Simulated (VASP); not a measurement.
# BAs (P6_3/mmc) in VASP: a series of runs

Aim: see how the results for BAs move with the level of theory and the settings. Levels: PBE, r2SCAN, HSE06. Tasks: single point.

All numbers are computed with VASP 6.6.1; they aren't measurements. Logs are shortened: lines on timing, memory, paths and dates and some standing lists are left out, and cuts for length are marked.

### 1 The cell of the first run

The structure is hexagonal, space group P6_3/mmc (No. 194). The conventional cell has a = 3.366 Å, b = 3.366 Å, c = 8.745 Å, α = 90.00°, β = 90.00°, γ = 120.00°. B (site symmetry -6m2) has 3 As at 1.94 Å within 2.6 Å. As (site symmetry -6m2) has 3 B at 1.94 Å within 2.6 Å.

### 2 Single point, PBE

File INCAR:

```
PREC = Accurate
ENCUT = 520
EDIFF = 1E-6
ISMEAR = 0
SIGMA = 0.01
LREAL = F
LASPH = T
NELM = 100
ALGO = Normal
ISIF = 2
LWAVE = F
LCHARG = F
GGA = PE
NBANDS = 16
```

File KPOINTS:

```
regular mesh
0
Gamma
  6 6 2
```

File POSCAR:

```
BAs
1.0
    3.3658576842      0.0000000000      0.0000000000
   -1.6829288421      2.9149182600      0.0000000000
    0.0000000000      0.0000000000      8.7445888832
B As
2 2
Direct
    0.3333333333      0.6666666667      0.2500000000
    0.6666666667      0.3333333333      0.7500000000
    0.6666666667      0.3333333333      0.2500000000
    0.3333333333      0.6666666667      0.7500000000
```

Potentials or basis: VASP PAW PBE potentials, release 64 (B, As).

Command:

```
> cat potpaw_PBE.64/B/POTCAR potpaw_PBE.64/As/POTCAR > POTCAR
> mpirun -np 1 vasp_std > vasp.out
```

OUTCAR:

```text
PREC = Accurate
   ENCUT = 520
   EDIFF = 1E-6
   ISMEAR = 0
   LREAL = F
   LASPH = T
   NELM = 100
   ISIF = 2
   GGA = PE

 ion  position               nearest neighbor table
   1  0.333  0.667  0.250-   3 1.94   3 1.94   3 1.94
   2  0.667  0.333  0.750-   4 1.94   4 1.94   4 1.94
   3  0.667  0.333  0.250-   1 1.94   1 1.94   1 1.94
   4  0.333  0.667  0.750-   2 1.94   2 1.94   2 1.94

  LATTYP: Found a hexagonal cell.
 ALAT       =     3.3658576842
 C/A-ratio  =     2.5980269232

  Lattice vectors:

 A1 = (   3.3658576842,   0.0000000000,   0.0000000000)
 A2 = (  -1.6829288421,   2.9149182600,   0.0000000000)
 A3 = (   0.0000000000,   0.0000000000,   8.7445888832)

Analysis of symmetry for initial positions (statically):
=====================================================================
 Subroutine PRICEL returns:
 Original cell was already a primitive cell.

 Routine SETGRP: Setting up the symmetry group for a
 hexagonal supercell.

 Subroutine GETGRP returns: Found 24 space group operations
 (whereof 12 operations were pure point group operations)
 out of a pool of 24 trial point group operations.

The static configuration has the point symmetry D_3d.
 The point group associated with its full space group is D_6h.

Analysis of symmetry for dynamics (positions and initial velocities):
=====================================================================
 Subroutine PRICEL returns:
 Original cell was already a primitive cell.

 Routine SETGRP: Setting up the symmetry group for a
 hexagonal supercell.

 Subroutine GETGRP returns: Found 24 space group operations
 (whereof 12 operations were pure point group operations)
 out of a pool of 24 trial point group operations.

The dynamic configuration has the point symmetry D_3d.
 The point group associated with its full space group is D_6h.

 Subroutine INISYM returns: Found 24 space group operations
 (whereof 12 operations are pure point group operations),
 and found     1 'primitive' translations

----------------------------------------------------------------------------------------

                                     Primitive cell

  volume of cell :      85.7949

  direct lattice vectors                    reciprocal lattice vectors
     3.365857684  0.000000000  0.000000000     0.297101094  0.171531397  0.000000000
[... 78 lines left out ...]
   NELM   =    100;   NELMIN=  2; NELMDL= -5     # of ELM steps
   EDIFF  = 0.1E-05   stopping-criterion for ELM
   LREAL  =      F    real-space projection
   EDIFFG = 0.1E-04   stopping-criterion for IOM
   NSW    =      0    number of steps for IOM
   IBRION =     -1    ionic relax: 0-MD 1-quasi-New 2-CG
   NFREE  =      0    steps in history (QN), initial steepest desc. (CG)
   ISIF   =      2    stress and relaxation
   ISYM   =      2    0-nonsym 1-usesym 2-fastsym
   POTIM  = 0.5000    time-step for ionic-motion
   TEBEG  =    0.0;   TEEND  =   0.0 temperature during run
   PSTRESS=    0.0 pullay stress
   NELECT =      16.0000    total number of electrons
   NUPDOWN=      -1.0000    fix difference up-down
   EMIN   =  10.00;   EMAX   =-10.00  energy-range for DOS
   EFERMI =   0.00;   METHOD = LEGACY
   ISMEAR =     0;   SIGMA  =   0.01  broadening in eV -4-tet -1-fermi 0-gaus
   EFERMI_NEDOS =   21; number of points for ismear=-14 and -15
   IALGO  =     38    algorithm
   IMIX   =      4    mixing-type and parameters
     AMIX     =   0.40;   BMIX     =  1.00
     AMIX_MAG =   1.60;   BMIX_MAG =  1.00
  volume/ion in A,a.u.               =      21.45       144.74
  Fermi-wavevector in a.u.,A,eV,Ry     =   0.935322  1.767502 11.902738  0.874827
  Thomas-Fermi vector in A             =   2.062217
   LORBIT       =      0    0 simple, 1 ext, 2 COOP (PROOUT), +10 PAW based schemes
   GGA     = PE    functional components
   LHFCALC =     F    Hartree Fock is set to
   AEXX    =    0.0000 exact exchange contribution
   IVDW    =     0    specifies the selected vdW correction
   LEPSILON=     F    determine dielectric tensor
   LRPA    =     F    only Hartree local field effects (RPA)
 non-spin polarized calculation
 Gauss-broadening in eV      SIGMA  =   0.01
  energy-cutoff  :      520.00
  volume of cell :       85.79
 maximum number of plane-waves:      2348
 NGX is ok and might be reduce to    28
   NGX = 13   NGY = 13   NGZ = 33

 number of electron      16.0000000 magnetization

 Free energy of the ion-electron system (eV)
  ---------------------------------------------------
  ext. energy  EPLUGINS =         0.00000000
  ---------------------------------------------------
  free energy    TOTEN  =       -21.24639580 eV

  energy without entropy =      -21.24639580  energy(sigma->0) =      -21.24639580

 E-fermi :   1.9152     XC(G=0):  -8.1584

 val. band max:        1.8649775965   @ k =   0.3333   0.3333   0.5000
 cond. band min:       2.5775869477   @ k =   0.3333   0.3333   0.5000
 fundamental gap:      0.7126093513
 Fermi energy:         1.9151933170

 k-point     1 :       0.0000    0.0000    0.0000
  band No.  band energies     occupation
      1     -12.0719      2.00000
      2     -11.9682      2.00000
      3      -2.6588      2.00000
      4      -1.5052      2.00000
      5       0.3474      2.00000
      6       0.3474      2.00000
[... 243 lines left out ...]
      3      -6.0602      2.00000
      4      -6.0602      2.00000
      5      -4.1784      2.00000
      6      -4.1784      2.00000
[... 8 lines left out ...]
     15      11.0064      0.00000
     16      11.0064      0.00000

------------------------ aborting loop because EDIFF is reached ----------------------------------------

  FORCE on cell =-STRESS in cart. coord.  units (eV):
  Direction    XX          YY          ZZ          XY          YZ          ZX
  --------------------------------------------------------------------------------------
  -------------------------------------------------------------------------------------
  Total        1.5173292      1.5173292      0.2540532      0.0000000      0.0000000      0.0000000
  in kB       28.3353685     28.3353685      4.7443177      0.0000000      0.0000000      0.0000000
  external PRESSURE =      20.4716849 kB  Pullay stress =       0.0000000 kB

 VOLUME and BASIS-vectors are now :
 -----------------------------------------------------------------------------
  energy-cutoff  :      520.00
  volume of cell :       85.79
      direct lattice vectors                 reciprocal lattice vectors
     3.365857684  0.000000000  0.000000000     0.297101094  0.171531397  0.000000000
    -1.682928842  2.914918260  0.000000000     0.000000000  0.343062793  0.000000000
     0.000000000  0.000000000  8.744588883     0.000000000  0.000000000  0.114356434

 POSITION                                       TOTAL-FORCE (eV/Angst)
 -----------------------------------------------------------------------------------
     -0.00000      1.94328      2.18615        -0.000000      0.000000      0.000000
      1.68293      0.97164      6.55844         0.000000     -0.000000      0.000000
      1.68293      0.97164      2.18615         0.000000     -0.000000      0.000000
     -0.00000      1.94328      6.55844        -0.000000      0.000000      0.000000
 -----------------------------------------------------------------------------------
    total drift:                                0.000000     -0.000000      0.000000

  FREE ENERGIE OF THE ION-ELECTRON SYSTEM (eV)
  ---------------------------------------------------
  free  energy   TOTEN  =       -21.2463958008 eV

  energy  without entropy=      -21.2463958008  energy(sigma->0) =      -21.24639580
```

OSZICAR:

```text
N       E                     dE             d eps       ncg     rms          rms(c)
DAV:   1     0.565809806213E+02    0.56581E+02   -0.63086E+03   448   0.828E+02
DAV:   2    -0.183013569841E+02   -0.74882E+02   -0.67660E+02   624   0.142E+02
DAV:   3    -0.226026575116E+02   -0.43013E+01   -0.42734E+01   584   0.361E+01
DAV:   4    -0.226457446896E+02   -0.43087E-01   -0.43064E-01   576   0.409E+00
DAV:   5    -0.226462977259E+02   -0.55304E-03   -0.55287E-03   608   0.469E-01    0.717E+00
DAV:   6    -0.213941138469E+02    0.12522E+01   -0.18681E+00   536   0.785E+00    0.353E+00
DAV:   7    -0.212800765494E+02    0.11404E+00   -0.31373E-01   584   0.289E+00    0.169E+00
DAV:   8    -0.212434744292E+02    0.36602E-01   -0.97632E-02   576   0.151E+00    0.300E-01
DAV:   9    -0.212450142430E+02   -0.15398E-02   -0.31110E-03   584   0.311E-01    0.170E-01
DAV:  10    -0.212463021509E+02   -0.12879E-02   -0.16596E-03   472   0.209E-01    0.586E-02
DAV:  11    -0.212463612824E+02   -0.59131E-04   -0.79649E-05   608   0.536E-02    0.383E-02
DAV:  12    -0.212463960461E+02   -0.34764E-04   -0.86337E-05   488   0.488E-02    0.916E-03
DAV:  13    -0.212463958008E+02    0.24536E-06   -0.55123E-06   608   0.150E-02
   1 F= -.21246396E+02 E0= -.21246396E+02  d E =-.350673E-14
```

stdout:

```text
POSCAR found type information on POSCAR B As
 POSCAR found :  2 types and       4 ions
 scaLAPACK will be used
 LDA part: xc-table for (Slater+PW92), standard interpolation
 POSCAR, INCAR and KPOINTS ok, starting setup
 FFT: planning ... GRIDC
 FFT: planning ... GRID_SOFT
 FFT: planning ... GRID
 WAVECAR not read
 entering main loop
```

Run time: 40 s. Hardware: 1 thread of AMD EPYC, shared host; peak memory 0.18 GiB.

Results:

```yaml
Free_energy: -21.2464 eV
Pressure: 2.0 GPa
Band_gap_on_the_k_mesh: 0.71 eV
```

Caveat: this functional lacks dispersion, which binds the layers, so the pressure and a relaxed spacing across them are unreliable. A k mesh can miss the band edges.

### 3 Single point, r2SCAN

POSCAR is that of step 2.

File INCAR.step1:

```
SYSTEM = BAs
PREC = Accurate
ENCUT = 520
ISMEAR = 0
SIGMA = 0.01
LREAL = .FALSE.
LASPH = .TRUE.
NELM = 100
NBANDS = 16
GGA = PE
ALGO = Normal
EDIFF = 1E-4
LWAVE = .TRUE.
LCHARG = .FALSE.
```

File INCAR.step2:

```
SYSTEM = BAs
PREC = Accurate
ENCUT = 520
EDIFF = 1E-6
ISMEAR = 0
SIGMA = 0.01
LREAL = .FALSE.
LASPH = .TRUE.
NELM = 100
ALGO = Normal
ISIF = 2
LWAVE = .FALSE.
LCHARG = .FALSE.
METAGGA = R2SCAN
LMIXTAU = .TRUE.
NBANDS = 16
ISTART = 1
```

File KPOINTS:

```
Automatic mesh
0
G
  6 6 2
  0 0 0
```

Potentials or basis: VASP PAW PBE potentials, release 64 (B, As).

Command:

```
> cat potpaw_PBE.64/B/POTCAR potpaw_PBE.64/As/POTCAR > POTCAR
> cp INCAR.step1 INCAR
> mpirun -np 1 vasp_std > vasp.out
> cp INCAR.step2 INCAR
> mpirun -np 1 vasp_std > vasp.out
```

Run time: 3.2 min. Hardware: 1 thread of AMD EPYC, shared host; peak memory 0.2 GiB.

Results (log left out):

```
Free energy            : -42.8793 eV
Pressure               : 0.2 GPa
Band gap on the k mesh : 0.95 eV
```

Stress tensor (GPa, compression positive):
```
 0.42  0.00  0.00
 0.00  0.42  0.00
 0.00  0.00 -0.19
```

Levels at points of the mesh, in eV from the valence-band top:
```
           k point  band 6  band 7  band 8  band 9  band 10  band 11
(0.00, 0.00, 0.00)   -1.56   -1.53   -1.53    3.58     4.33     4.59
(0.50, 0.00, 0.00)   -3.74   -1.51   -0.58    1.14     2.29     2.80
(0.00, 0.00, 0.50)   -1.55   -1.55   -1.55    4.39     4.39     5.19
(0.50, 0.00, 0.50)   -3.76   -1.08   -1.08    1.62     1.62     2.89
```

Caveat: the PAW data sets were made with another functional, which shifts forces and pressure a little. A k mesh can miss the band edges.

### 4 Single point, HSE06

POSCAR is that of step 3.

File INCAR.step1:

```
SYSTEM = BAs
PREC     = Accurate       ! precision mode
ENCUT    = 520            ! plane-wave cutoff, eV
EDIFF    = 1E-5           ! SCF threshold, eV
ISMEAR   = 0              ! smearing method
SIGMA    = 0.01           ! smearing width, eV
LREAL    = .FALSE.        ! projectors in reciprocal space
LASPH    = .TRUE.         ! aspherical terms in the spheres
NELM     = 60             ! most SCF steps
ALGO     = Normal         ! electronic algorithm
ISIF     = 2              ! what is computed and relaxed
LWAVE    = .TRUE.         ! write WAVECAR
LCHARG   = .FALSE.        ! write CHGCAR
NBANDS   = 16             ! bands
GGA      = PE             ! functional
```

File INCAR.step2:

```
SYSTEM = BAs
PREC     = Accurate       ! precision mode
ENCUT    = 520            ! plane-wave cutoff, eV
EDIFF    = 1E-7           ! SCF threshold, eV
ISMEAR   = 0              ! smearing method
SIGMA    = 0.01           ! smearing width, eV
LREAL    = .FALSE.        ! projectors in reciprocal space
LASPH    = .TRUE.         ! aspherical terms in the spheres
NELM     = 60             ! most SCF steps
ALGO     = Normal         ! electronic algorithm
ISIF     = 2              ! what is computed and relaxed
LWAVE    = .FALSE.        ! write WAVECAR
LCHARG   = .FALSE.        ! write CHGCAR
GGA      = PE             ! functional
LHFCALC  = .TRUE.         ! exact exchange
HFSCREEN = 0.2079         ! screening, 1/A
PRECFOCK = Normal       
NBANDS   = 16             ! bands
ISTART   = 1
```

KPOINTS is that of step 3.

Potentials or basis: VASP PAW PBE potentials, release 64 (B, As).

Command:

```
> cat potpaw_PBE.64/B/POTCAR potpaw_PBE.64/As/POTCAR > POTCAR
> cp INCAR.step1 INCAR
> mpirun -np 1 vasp_std > vasp.out
> cp INCAR.step2 INCAR
> mpirun -np 1 vasp_std > vasp.out
```

OUTCAR:

```text
SYSTEM = BAs
   PREC = Accurate
   ENCUT = 520
   EDIFF = 1E-7
   ISMEAR = 0
   LREAL = .FALSE.
   LASPH = .TRUE.
   NELM = 60
   ISIF = 2
   GGA = PE
   LHFCALC = .TRUE.
   HFSCREEN = 0.2079
   PRECFOCK = Normal
   ISTART = 1

 ion  position               nearest neighbor table
   1  0.333  0.667  0.250-   3 1.94   3 1.94   3 1.94
   2  0.667  0.333  0.750-   4 1.94   4 1.94   4 1.94
   3  0.667  0.333  0.250-   1 1.94   1 1.94   1 1.94
   4  0.333  0.667  0.750-   2 1.94   2 1.94   2 1.94

  LATTYP: Found a hexagonal cell.
 ALAT       =     3.3658576842
 C/A-ratio  =     2.5980269232

  Lattice vectors:

 A1 = (   3.3658576842,   0.0000000000,   0.0000000000)
 A2 = (  -1.6829288421,   2.9149182600,   0.0000000000)
 A3 = (   0.0000000000,   0.0000000000,   8.7445888832)

Analysis of symmetry for initial positions (statically):
=====================================================================
 Subroutine PRICEL returns:
 Original cell was already a primitive cell.

[... 172 lines left out ...]

 E-fermi :   1.6560     XC(G=0):  -6.8540

 val. band max:        1.5760956683   @ k =   0.3333   0.3333   0.5000
 cond. band min:       2.7155317716   @ k =   0.3333   0.3333   0.5000
 fundamental gap:      1.1394361033
 Fermi energy:         1.6560123781

 k-point     1 :       0.0000    0.0000    0.0000
  band No.  band energies     occupation
      1     -13.9540      2.00000
      2     -13.8385      2.00000
      3      -3.5666      2.00000
      4      -2.2953      2.00000
      5      -0.3178      2.00000
      6      -0.3178      2.00000
[... 243 lines left out ...]
      3      -7.4332      2.00000
      4      -7.4332      2.00000
      5      -5.1959      2.00000
      6      -5.1959      2.00000
[... 8 lines left out ...]
     15      11.5329      0.00000
     16      11.5329      0.00000

------------------------ aborting loop because EDIFF is reached ----------------------------------------

  FORCE on cell =-STRESS in cart. coord.  units (eV):
  Direction    XX          YY          ZZ          XY          YZ          ZX
  --------------------------------------------------------------------------------------
  -------------------------------------------------------------------------------------
  Total       -0.1915653     -0.1915653      0.1814248      0.0000000      0.0000000      0.0000000
  in kB       -3.5773871     -3.5773871      3.3880176      0.0000000      0.0000000      0.0000000
  external PRESSURE =      -1.2555855 kB  Pullay stress =       0.0000000 kB

 VOLUME and BASIS-vectors are now :
 -----------------------------------------------------------------------------
  energy-cutoff  :      520.00
  volume of cell :       85.79
      direct lattice vectors                 reciprocal lattice vectors
     3.365857684  0.000000000  0.000000000     0.297101094  0.171531397  0.000000000
    -1.682928842  2.914918260  0.000000000     0.000000000  0.343062793  0.000000000
     0.000000000  0.000000000  8.744588883     0.000000000  0.000000000  0.114356434

 POSITION                                       TOTAL-FORCE (eV/Angst)
 -----------------------------------------------------------------------------------
     -0.00000      1.94328      2.18615         0.000000      0.000000     -0.000000
      1.68293      0.97164      6.55844        -0.000000     -0.000000     -0.000000
      1.68293      0.97164      2.18615        -0.000000     -0.000000      0.000000
     -0.00000      1.94328      6.55844        -0.000000      0.000000     -0.000000
 -----------------------------------------------------------------------------------
    total drift:                                0.000000      0.000000     -0.000000

  FREE ENERGIE OF THE ION-ELECTRON SYSTEM (eV)
  ---------------------------------------------------
  free  energy   TOTEN  =       -24.7290491105 eV

  energy  without entropy=      -24.7290491105  energy(sigma->0) =      -24.72904911
```

Run time: 30 min. Hardware: 1 thread of AMD EPYC, shared host; peak memory 0.31 GiB.

What came out:

```
Free energy            : -24.7290 eV
Pressure               : -0.1 GPa
Band gap on the k mesh : 1.14 eV
```

Caveat: the PAW data sets were made with another functional, which shifts forces and pressure a little; this functional lacks dispersion, which binds the layers, so the pressure and a relaxed spacing across them are unreliable.

### 5 Overview

```csv
level,grid for exact exchange (PRECFOCK),share of exact exchange,screening parameter,gap on the mesh (eV),pressure (GPa)
PBE,-,-,-,0.71,2.0
r2SCAN,-,-,-,0.95,0.2
HSE06,Normal,0.25,0.2079 1/Å,1.14,-0.1
```

Alike in all rows: task single point; potentials or basis VASP PAW PBE potentials, release 64 (B, As); no spin polarisation; cell as given; k mesh 6 × 6 × 2; cutoff (eV) 520; smearing gaussian 0.01 eV.

On the cell as given the gap runs from 0.71 eV (PBE) to 1.14 eV (HSE06). The pressure there spans -0.1 GPa (HSE06) to 2.0 GPa (PBE); a positive pressure means that this level wants a larger cell, a negative one a smaller.

Caveats: this functional lacks dispersion, which binds the layers, so the pressure and a relaxed spacing across them are unreliable (at least some runs); the PAW data sets were made with another functional, which shifts forces and pressure a little (at least some runs).

Total energies depend on the potentials used, so only differences within one code and one set of settings carry meaning.
